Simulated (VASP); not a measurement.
Ti, 1 atom in the cell. It takes space group Im-3m (No. 229, cubic). Conventional cell: a = 3.282 Å, b = 3.282 Å, c = 3.282 Å, α = 90.00°, β = 90.00°, γ = 90.00°. Ti (site symmetry m-3m) has 14 Ti at 2.84 to 3.28 Å within 3.7 Å. 

| Quantity | Value |
| --- | --- |
| Program | VASP 6.6.1 |
| Task | single point |
| Functional | PBEsol |
| Potentials or basis | VASP PAW PBE potentials, release 64 (Ti_sv) |
| Cutoff | 520 eV |
| k mesh | 14 × 14 × 14 |
| Occupations | gaussian, width 0.025 eV |
| Spin | no spin polarisation |
| Dipole correction | no |
| Further INCAR settings | ALGO = Normal; EDIFF = 1e-06; NBANDS = 12 |

Potentials or basis: VASP PAW PBE potentials, release 64 (Ti_sv).

Run with:

```bash
$ cat potpaw_PBE.64/Ti_sv/POTCAR > POTCAR
$ mpirun -np 1 vasp_std > vasp.out
```

Hardware: 1 thread of Intel(R) Xeon(R) 6975P-C (Granite Rapids) (shared host).

**Question.** Estimate the wall time of this run.

**Answer.** Run time: 7.3 s on 1 thread of Intel(R) Xeon(R) 6975P-C (Granite Rapids), on a shared host, peak memory 0.15 GiB. Counts: scf iterations 13, k points 104.
